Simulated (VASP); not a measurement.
Set up this calculation in VASP 6.6.1, as the native input.

```yaml
Task: single point
Functional: PBE
Potentials_or_basis: VASP PAW PBE potentials, release 64 (Cd)
Cutoff: 520 eV
k_mesh: 18 × 18 × 10
Occupations: fermi-dirac, width 0.1 eV
Spin: no spin polarisation
Dipole_correction: no
Further_INCAR_settings: ALGO = Normal; EDIFF = 1e-06; NBANDS = 19
```

The structure of Cd lies in POSCAR:

```
Cd
1.0
    2.3942522634      0.0000000000      0.0000000000
   -1.1971261317      2.0734832832      0.0000000000
    0.0000000000      0.0000000000      3.8510957440
Cd
2
Direct
    0.3333333333      0.6666666667      0.2500000000
    0.6666666667      0.3333333333      0.7500000000
```

One way to write it, as run:

INCAR

```
SYSTEM = Cd
PREC = Accurate
ENCUT = 520
EDIFF = 1E-6
ISMEAR = -1
SIGMA = 0.1
LREAL = .False.
LASPH = .True.
NELM = 80
ALGO = Normal
ISIF = 2
LWAVE = .False.
LCHARG = .False.
GGA = PE
NBANDS = 19
```

KPOINTS

```
Automatic mesh
0
Gamma
  18 18 10
  0 0 0
```

Potentials or basis: VASP PAW PBE potentials, release 64 (Cd).

Command:

```console
$ cat potpaw_PBE.64/Cd/POTCAR > POTCAR
$ mpirun -np 1 vasp_std > vasp.out
```

It gave:

```yaml
Pressure: 440.8 GPa
Band_gap_on_the_k_mesh: zero (bands 12 and 13 overlap by 3.43 eV)
```

Caveat: the cell stands under pressure.

Wall time 28 s on 1 thread of AMD EPYC 9R45 96-Core Processor (Zen 5), on a shared host, peak memory 0.15 GiB.
